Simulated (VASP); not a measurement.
# Cu: single point with PBEsol

Crystal: Cu.

```xyz
2
Lattice="2.5341 0.0000 0.0000 -1.2670 2.1946 0.0000 0.0000 0.0000 4.1126" Properties=species:S:1:pos:R:3 pbc="T T T"
Cu    0.0000    1.4631    1.0281
Cu    1.2670    0.7315    3.0844
```

```json
{
 "Program": "VASP 6.6.1",
 "Task": "single point",
 "Functional": "PBEsol",
 "Potentials or basis": "VASP PAW PBE potentials, release 64 (Cu)",
 "Cutoff": "520 eV",
 "k mesh": "3 × 3 × 2",
 "Occupations": "methfessel-paxton, width 0.05 eV",
 "Spin": "no spin polarisation",
 "Dipole correction": "no",
 "Further INCAR settings": "ALGO = Normal; EDIFF = 1e-07; NBANDS = 18"
}
```

| Property | Result |
| --- | --- |
| Pressure | -1.0 GPa |
| Band gap on the k mesh | zero (band 11 reaches 11.88 eV, above the bottom of band 12 at 5.81 eV) |

Stress tensor (GPa, compression positive):
```
-0.47  0.00  0.00
 0.00 -0.47  0.00
 0.00  0.00 -2.06
```

Levels at points of the mesh, in eV from the Fermi level:
```tsv
k point	band 8	band 9	band 10	band 11	band 12	band 13	band 14	band 15
(0.00, 0.00, 0.00)	-1.44	-1.44	-0.64	-0.64	0.03	5.12	22.66	23.17
(0.00, 0.00, 0.50)	-1.95	-0.86	-0.86	-0.86	-0.86	13.98	13.98	23.36
```

Wall time 5.3 s on 1 thread of Intel Xeon 6975P-C (shared host), peak memory 0.13 GiB.

Caveat: the k points lie up to 0.95 Å⁻¹ apart; the PAW data sets were made with another functional, which shifts forces and pressure a little.
